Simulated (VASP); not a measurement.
A run of VASP 6.6.1:

POSCAR

```
AlN
1.0
    0.5323585663      2.4800118576      2.4800118576
    2.4800118576      0.5323585663      2.4800118576
    2.4800118576      2.4800118576      0.5323585663
Al N
1 1
Direct
    0.0000000000      0.0000000000      0.0000000000
    0.7500000000      0.7500000000      0.7500000000
```

File INCAR.step1:

```
SYSTEM = AlN
  PREC = Accurate
  ENCUT = 520
  ISMEAR = 0
  SIGMA = 0.05
  LREAL = .False.
  LASPH = .True.
  NELM = 80
  NBANDS = 11
  GGA = PE
  ALGO = Normal
  EDIFF = 1E-4
  LWAVE = .True.
  LCHARG = .False.
```

INCAR.step2

```
SYSTEM = AlN
  PREC = Accurate
  ENCUT = 520
  EDIFF = 1E-6
  ISMEAR = 0
  SIGMA = 0.05
  LREAL = .False.
  LASPH = .True.
  NELM = 80
  ALGO = Normal
  ISIF = 2
  LWAVE = .False.
  LCHARG = .True.
  METAGGA = R2SCAN
  LMIXTAU = .True.
  LELF = .True.
  LVHAR = .True.
  NBANDS = 11
  ISTART = 1
```

Contents of KPOINTS:

```
Automatic mesh
0
Gamma
  10 10 10
  0 0 0
```

Potentials or basis: VASP PAW PBE potentials, release 64 (Al, N).

Command:

```sh
$ cat potpaw_PBE.64/Al/POTCAR potpaw_PBE.64/N/POTCAR > POTCAR
$ cp INCAR.step1 INCAR
$ mpirun -np 1 vasp_std > vasp.out
$ cp INCAR.step2 INCAR
$ mpirun -np 1 vasp_std > vasp.out
```

Hardware: 1 thread of Intel Xeon 8259CL, with other jobs on the host.

Task: Estimate the wall time of this run.

Result: Wall time 3.9 min on 1 thread of Intel Xeon 8259CL, on a shared host, peak memory 0.17 GiB. Counts: k points 116.
